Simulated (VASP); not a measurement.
# F (C2/m) in VASP: notebook, part 2 of 2

VASP 6.6.1. Earlier steps stand in the parts before.

## (4) Single point, PBEsol (atoms shifted along a free coordinate)

File INCAR:

```
SYSTEM = F
PREC = Accurate
ENCUT = 520
EDIFF = 1E-7
ISMEAR = 0
SIGMA = 0.05
LREAL = .FALSE.
LASPH = .TRUE.
NELM = 100
ALGO = Normal
ISIF = 2
LWAVE = .FALSE.
LCHARG = .TRUE.
GGA = PS
LELF = .TRUE.
LVHAR = .TRUE.
NBANDS = 22
```

File KPOINTS:

```
Automatic mesh
0
G
  4 4 2
  0 0 0
```

File POSCAR:

```
F
1.0
    3.0712726503     -1.7651656529     -0.2368830422
    3.0712726503      1.7651656529     -0.2368830422
   -2.3093624171      0.0000000000      7.0690049337
F
4
Direct
    0.0848459664      0.0848459664      0.1019959513
    0.9151540336      0.9151540336      0.8980040487
    0.5015719855      0.5015719855      0.5937195244
    0.4984280145      0.4984280145      0.4062804756
```

Launch:

```bash
> cat potpaw_PBE.64/F/POTCAR > POTCAR
> mpirun -np 1 vasp_std > vasp.out
```

Wall time 62 s (1 thread of AMD EPYC, shared host); peak memory 0.16 GiB.

The run converged. Its results:

| Item | Value |
| --- | --- |
| Free energy | -7.7281 eV |
| Pressure | -1.5 GPa |
| Largest force | 1.790 eV/Å |
| Band gap on the k mesh | 2.37 eV (least direct gap 2.47 eV) |

Forces in eV/Å, atoms in the order of the input:
```
F   -0.664  0.000 -1.662
F    0.664  0.000  1.662
F   -0.265  0.000  0.932
F    0.265  0.000 -0.932
```

Stress tensor (GPa, compression positive):
```
-1.19  0.00 -2.91
 0.00 -0.51  0.00
-2.91  0.00 -2.75
```

Levels at points of the mesh, in eV from the valence-band top:
```csv
k point,band 12,band 13,band 14,band 15,band 16,band 17
"(0.00, 0.00, 0.00)",-0.19,-0.10,-0.10,2.37,3.71,8.77
"(0.50, 0.00, 0.00)",-0.32,-0.26,-0.24,2.57,3.66,12.70
"(0.50, 0.50, 0.00)",-0.32,-0.19,0.00,2.53,3.64,12.97
"(0.00, 0.00, 0.50)",-0.24,-0.18,-0.11,2.48,3.56,9.56
"(0.50, 0.00, 0.50)",-0.38,-0.20,-0.07,2.51,3.68,12.66
"(0.50, 0.50, 0.50)",-0.34,-0.20,-0.11,2.57,3.65,12.64
```

Caveat: the k points lie up to 0.52 Å⁻¹ apart; the cell differs from its parent crystal (atoms shifted along a free coordinate); this functional lacks dispersion, which holds the molecules together, so the pressure and a relaxed volume are unreliable; the PAW data sets were made with another functional, which shifts forces and pressure a little. A k mesh can miss the band edges.

## (5) Single point, PBEsol (atoms shifted along a free coordinate)

File INCAR:

```
PREC = Accurate
ENCUT = 520
EDIFF = 1E-6
ISMEAR = 0
SIGMA = 0.05
LREAL = False
LASPH = True
NELM = 80
ALGO = Normal
ISIF = 2
LWAVE = False
LCHARG = False
GGA = PS
NBANDS = 22
```

File KPOINTS:

```
Automatic mesh
0
Gamma
  4 4 2
```

POSCAR, as its differences from that of step 4:

```diff
@@ -8,4 +8,4 @@
 Direct
-    0.0848459664      0.0848459664      0.1019959513
-    0.9151540336      0.9151540336      0.8980040487
+    0.0848459664      0.0848459664      0.0860117137
+    0.9151540336      0.9151540336      0.9139882863
     0.5015719855      0.5015719855      0.5937195244
```

Potentials or basis: VASP PAW PBE potentials, release 64 (F).

Launch:

```bash
> cat potpaw_PBE.64/F/POTCAR > POTCAR
> mpirun -np 1 vasp_std > vasp.out
```

OUTCAR:

```text
PREC = Accurate
   ENCUT = 520
   EDIFF = 1E-6
   ISMEAR = 0
   LREAL = False
   LASPH = True
   NELM = 80
   ISIF = 2
   GGA = PS

 ion  position               nearest neighbor table
   1  0.085  0.085  0.086-   2 1.31
   2  0.915  0.915  0.914-   1 1.31
   3  0.502  0.502  0.594-   4 1.39
   4  0.498  0.498  0.406-   3 1.39

  LATTYP: Found a base centered monoclinic cell.
 ALAT       =     6.1607886729
 B/A-ratio  =     0.5730323654
 C/A-ratio  =     1.2070962569
 COS(beta)  =    -0.3827161857

  Lattice vectors:

 A1 = (   3.0712726503,  -1.7651656529,  -0.2368830422)
 A2 = (   3.0712726503,   1.7651656529,  -0.2368830422)
 A3 = (  -2.3093624171,   0.0000000000,   7.0690049337)

Analysis of symmetry for initial positions (statically):
=====================================================================
 Subroutine PRICEL returns:
 Original cell was already a primitive cell.

 Routine SETGRP: Setting up the symmetry group for a
 base centered monoclinic supercell.

 Subroutine GETGRP returns: Found  4 space group operations
 (whereof  4 operations were pure point group operations)
 out of a pool of  4 trial point group operations.

The static configuration has the point symmetry C_2h.

Analysis of symmetry for dynamics (positions and initial velocities):
=====================================================================
 Subroutine PRICEL returns:
 Original cell was already a primitive cell.

 Routine SETGRP: Setting up the symmetry group for a
 base centered monoclinic supercell.

 Subroutine GETGRP returns: Found  4 space group operations
 (whereof  4 operations were pure point group operations)
 out of a pool of  4 trial point group operations.

The dynamic configuration has the point symmetry C_2h.

 Subroutine INISYM returns: Found  4 space group operations
 (whereof  4 operations are pure point group operations),
 and found     1 'primitive' translations

----------------------------------------------------------------------------------------

                                     Primitive cell

  volume of cell :      74.7152

  direct lattice vectors                    reciprocal lattice vectors
     3.071272650 -1.765165653 -0.236883042     0.167007044 -0.283259534  0.054559276
     3.071272650  1.765165653 -0.236883042     0.167007044  0.283259534  0.054559276
    -2.309362417  0.000000000  7.069004934     0.011192845  0.000000000  0.145119199

  length of vectors
     3.550301262  3.550301262  7.436664946     0.333322713  0.333322713  0.145550203

  position of ions in fractional coordinates (direct lattice)
     0.084845966  0.084845966  0.086011714
     0.915154034  0.915154034  0.913988286
     0.501571986  0.501571986  0.593719524
     0.498428014  0.498428014  0.406280476

  ion indices of the primitive-cell ions
   primitive index   ion index
                 1           1
                 2           2
                 3           3
                 4           4

----------------------------------------------------------------------------------------

[... 26 lines left out ...]
  0.000000  0.000000  0.000000      1.000000
  0.250000 -0.000000 -0.000000      4.000000
  0.500000 -0.000000 -0.000000      2.000000
  0.250000  0.250000 -0.000000      2.000000
  0.500000  0.250000 -0.000000      4.000000
 -0.250000  0.250000  0.000000      2.000000
  0.500000  0.500000 -0.000000      1.000000
  0.000000  0.000000  0.500000      1.000000
  0.250000 -0.000000  0.500000      4.000000
  0.500000  0.000000  0.500000      2.000000
  0.250000  0.250000  0.500000      2.000000
  0.500000  0.250000  0.500000      4.000000
 -0.250000  0.250000  0.500000      2.000000
  0.500000  0.500000  0.500000      1.000000
   k-points           NKPTS =     14   k-points in BZ     NKDIM =     14   number of bands    NBANDS=     22
   number of dos      NEDOS =    301   number of ions     NIONS =      4
   total plane-waves  NPLWV =  43904
   dimension x,y,z NGX =    28 NGY =   28 NGZ =   56
   dimension x,y,z NGXF=    56 NGYF=   56 NGZF=  112
   ions per type =               4
   NGX,Y,Z   is equivalent  to a cutoff of  13.11, 13.11, 12.52 a.u.
   NGXF,Y,Z  is equivalent  to a cutoff of  26.22, 26.22, 25.04 a.u.
 SYSTEM =  unknown system
   PREC   = accura    normal or accurate (medium, high low for compatibility)
   ISTART =      0    job   : 0-new  1-cont  2-samecut
   ICHARG =      2    charge: 1-file 2-atom 10-const
   ISPIN  =      1    spin polarized calculation?
   LNONCOLLINEAR =      F non collinear calculations
   LSORBIT =      F    spin-orbit coupling
   LASPH  =      T    aspherical Exc in radial PAW
   ENCUT  =  520.0 eV  38.22 Ry    6.18 a.u.   6.60  6.60 13.83*2*pi/ulx,y,z
   NELM   =     80;   NELMIN=  2; NELMDL= -5     # of ELM steps
   EDIFF  = 0.1E-05   stopping-criterion for ELM
   LREAL  =      F    real-space projection
   EDIFFG = 0.1E-04   stopping-criterion for IOM
   NSW    =      0    number of steps for IOM
   IBRION =     -1    ionic relax: 0-MD 1-quasi-New 2-CG
   NFREE  =      0    steps in history (QN), initial steepest desc. (CG)
   ISIF   =      2    stress and relaxation
   ISYM   =      2    0-nonsym 1-usesym 2-fastsym
   POTIM  = 0.5000    time-step for ionic-motion
   TEBEG  =    0.0;   TEEND  =   0.0 temperature during run
   PSTRESS=    0.0 pullay stress
   NELECT =      28.0000    total number of electrons
   NUPDOWN=      -1.0000    fix difference up-down
   EMIN   =  10.00;   EMAX   =-10.00  energy-range for DOS
   EFERMI =   0.00;   METHOD = LEGACY
   ISMEAR =     0;   SIGMA  =   0.05  broadening in eV -4-tet -1-fermi 0-gaus
   EFERMI_NEDOS =   21; number of points for ismear=-14 and -15
   IALGO  =     38    algorithm
   IMIX   =      4    mixing-type and parameters
     AMIX     =   0.40;   BMIX     =  1.00
     AMIX_MAG =   1.60;   BMIX_MAG =  1.00
  volume/ion in A,a.u.               =      18.68       126.05
  Fermi-wavevector in a.u.,A,eV,Ry     =   1.180297  2.230437 18.954280  1.393100
  Thomas-Fermi vector in A             =   2.316592
   LORBIT       =      0    0 simple, 1 ext, 2 COOP (PROOUT), +10 PAW based schemes
   GGA     = PS    functional components
   LHFCALC =     F    Hartree Fock is set to
   AEXX    =    0.0000 exact exchange contribution
   IVDW    =     0    specifies the selected vdW correction
   LEPSILON=     F    determine dielectric tensor
   LRPA    =     F    only Hartree local field effects (RPA)
 non-spin polarized calculation
 Gauss-broadening in eV      SIGMA  =   0.05
  energy-cutoff  :      520.00
  volume of cell :       74.72
 maximum number of plane-waves:      2036
 NGX is ok and might be reduce to    28
   NGX = 13   NGY = 13   NGZ = 27

 number of electron      28.0000014 magnetization

 Free energy of the ion-electron system (eV)
  ---------------------------------------------------
  ext. energy  EPLUGINS =         0.00000000
  ---------------------------------------------------
  free energy    TOTEN  =        -7.52583828 eV

  energy without entropy =       -7.52583828  energy(sigma->0) =       -7.52583828

 E-fermi :  -5.0116     XC(G=0):  -6.8343

 val. band max:       -5.3151724778   @ k =   0.5000   0.5000  -0.0000
 cond. band min:      -2.1383945779   @ k =   0.0000   0.0000   0.0000
 fundamental gap:      3.1767778999
 Fermi energy:        -5.0115806561

 k-point     1 :       0.0000    0.0000    0.0000
  band No.  band energies     occupation
      1     -32.2556      2.00000
      2     -30.9036      2.00000
      3     -23.9563      2.00000
      4     -23.3064      2.00000
      5     -12.6218      2.00000
      6     -11.9378      2.00000
[... 339 lines left out ...]
     21       9.2197      0.00000
     22       9.4918      0.00000

------------------------ aborting loop because EDIFF is reached ----------------------------------------

  FORCE on cell =-STRESS in cart. coord.  units (eV):
  Direction    XX          YY          ZZ          XY          YZ          ZX
  --------------------------------------------------------------------------------------
  -------------------------------------------------------------------------------------
  Total        1.6588309     -0.2441489      6.4697226      0.0000000      0.0000000      2.7153168
  in kB       35.5716268     -5.2354792    138.7353967      0.0000000      0.0000000     58.2266939
  external PRESSURE =      56.3571815 kB  Pullay stress =       0.0000000 kB

 VOLUME and BASIS-vectors are now :
 -----------------------------------------------------------------------------
  energy-cutoff  :      520.00
  volume of cell :       74.72
      direct lattice vectors                 reciprocal lattice vectors
     3.071272650 -1.765165653 -0.236883042     0.167007044 -0.283259534  0.054559276
     3.071272650  1.765165653 -0.236883042     0.167007044  0.283259534  0.054559276
    -2.309362417  0.000000000  7.069004934     0.011192845  0.000000000  0.145119199

 POSITION                                       TOTAL-FORCE (eV/Angst)
 -----------------------------------------------------------------------------------
      0.32254      0.00000      0.56782         2.677348      0.000000      4.756985
      3.51064      0.00000      6.02742        -2.677348      0.000000     -4.756985
      1.70982      0.00000      3.95938        -0.306408      0.000000      0.916010
      2.12337      0.00000      2.63586         0.306408      0.000000     -0.916010
 -----------------------------------------------------------------------------------
    total drift:                                0.000000     -0.000000     -0.000000

  FREE ENERGIE OF THE ION-ELECTRON SYSTEM (eV)
  ---------------------------------------------------
  free  energy   TOTEN  =        -7.5258382751 eV

  energy  without entropy=       -7.5258382751  energy(sigma->0) =       -7.52583828
```

Wall time 53 s (1 thread of AMD EPYC, shared host); peak memory 0.16 GiB.

What came out:

- Free energy: -7.5258 eV
- Pressure: 5.6 GPa
- Largest force: 5.459 eV/Å
- Band gap on the k mesh: 3.18 eV (least direct gap 3.23 eV)

Forces in eV/Å, atoms in the order of the input:
```
F    2.677  0.000  4.757
F   -2.677  0.000 -4.757
F   -0.306  0.000  0.916
F    0.306  0.000 -0.916
```

Caveat: the k points lie up to 0.52 Å⁻¹ apart; the cell differs from its parent crystal (atoms shifted along a free coordinate); this functional lacks dispersion, which holds the molecules together, so the pressure and a relaxed volume are unreliable; the PAW data sets were made with another functional, which shifts forces and pressure a little.

## (6) Single point, PBEsol (atoms shifted along a free coordinate)

File INCAR:

```
SYSTEM = F
PREC = Accurate
ENCUT = 520
EDIFF = 1E-6
ISMEAR = 0
SIGMA = 0.05
LREAL = .False.
LASPH = .True.
NELM = 80
ALGO = Normal
ISIF = 2
LWAVE = .False.
LCHARG = .False.
GGA = PS
NBANDS = 22
```

File KPOINTS:

```
regular mesh
0
Gamma
  4 4 2
  0 0 0
```

File POSCAR:

```
F
1.0
    3.1004838602     -1.7819543364     -0.2391360627
    3.1004838602      1.7819543364     -0.2391360627
   -2.3313270155      0.0000000000      7.1362390124
F
4
Direct
    0.0848459664      0.0848459664      0.1139841296
    0.9151540336      0.9151540336      0.8860158704
    0.5015719855      0.5015719855      0.5937195244
    0.4984280145      0.4984280145      0.4062804756
```

Potentials or basis: VASP PAW PBE potentials, release 64 (F).

Launch:

```bash
> cat potpaw_PBE.64/F/POTCAR > POTCAR
> mpirun -np 1 vasp_std > vasp.out
```

Run time: 62 s. Hardware: 1 thread of AMD EPYC, shared host; peak memory 0.15 GiB.

Results (log left out):

* Free energy: -7.2616 eV
* Pressure: -4.7 GPa
* Largest force: 3.797 eV/Å
* Band gap on the k mesh: 1.22 eV (least direct gap 1.28 eV)

Forces on the atoms (eV/Å):
```
F   -1.136  0.000 -3.623
F    1.136  0.000  3.623
F   -0.036  0.000  0.397
F    0.036  0.000 -0.397
```

Stress tensor (GPa, compression positive):
```
 -2.11   0.00  -4.46
  0.00  -0.52   0.00
 -4.46   0.00 -11.58
```

Levels at points of the mesh, in eV from the valence-band top:
```csv
k point,band 12,band 13,band 14,band 15,band 16,band 17
"(0.00, 0.00, 0.00)",-0.19,-0.11,-0.06,1.22,3.45,8.99
"(0.50, 0.00, 0.00)",-0.38,-0.27,-0.21,1.37,3.46,12.84
"(0.50, 0.50, 0.00)",-0.34,-0.16,0.00,1.31,3.45,13.10
"(0.00, 0.00, 0.50)",-0.18,-0.15,-0.14,1.29,3.38,9.65
"(0.50, 0.00, 0.50)",-0.39,-0.21,-0.03,1.31,3.46,12.84
"(0.50, 0.50, 0.50)",-0.38,-0.18,-0.15,1.39,3.46,12.82
```

Caveat: the k points lie up to 0.52 Å⁻¹ apart; the cell differs from its parent crystal (atoms shifted along a free coordinate); the PAW data sets were made with another functional, which shifts forces and pressure a little.

## (7) Overview

| cell | gap on the mesh (eV) | pressure (GPa) | largest force (eV/Å) |
| --- | --- | --- | --- |
| a = 3.550, b = 3.550, c = 7.437 Å, angles 109.4, 109.4, 59.6°, 4 atoms, atomic positions A | 2.86 | 11.3 | 12.30 |
| a = 3.550, b = 3.550, c = 7.437 Å, angles 109.4, 109.4, 59.6°, 4 atoms, atomic positions B | 1.59 | -3.4 | 3.28 |
| a = 3.550, b = 3.550, c = 7.437 Å, angles 109.4, 109.4, 59.6°, 4 atoms, atomic positions C | 2.37 | -1.5 | 1.79 |
| a = 3.550, b = 3.550, c = 7.437 Å, angles 109.4, 109.4, 59.6°, 4 atoms, atomic positions D | 3.18 | 5.6 | 5.46 |
| a = 3.584, b = 3.584, c = 7.507 Å, angles 109.4, 109.4, 59.6°, 4 atoms, atomic positions E | 1.22 | -4.7 | 3.80 |

Alike in all rows: task single point; level PBEsol; potentials or basis VASP PAW PBE potentials, release 64 (F); no spin polarisation; k mesh 4 × 4 × 2; cutoff (eV) 520; smearing gaussian 0.05 eV.

Caveats: all runs use coarse meshes; the PAW data sets were made with another functional, which shifts forces and pressure a little; this functional lacks dispersion, which holds the molecules together, so the pressure and a relaxed volume are unreliable (at least some runs); the standard files for N, O and F lose accuracy on very short bonds (at least some runs).

Total energies depend on the potentials used, so only differences within one code and one set of settings carry meaning.
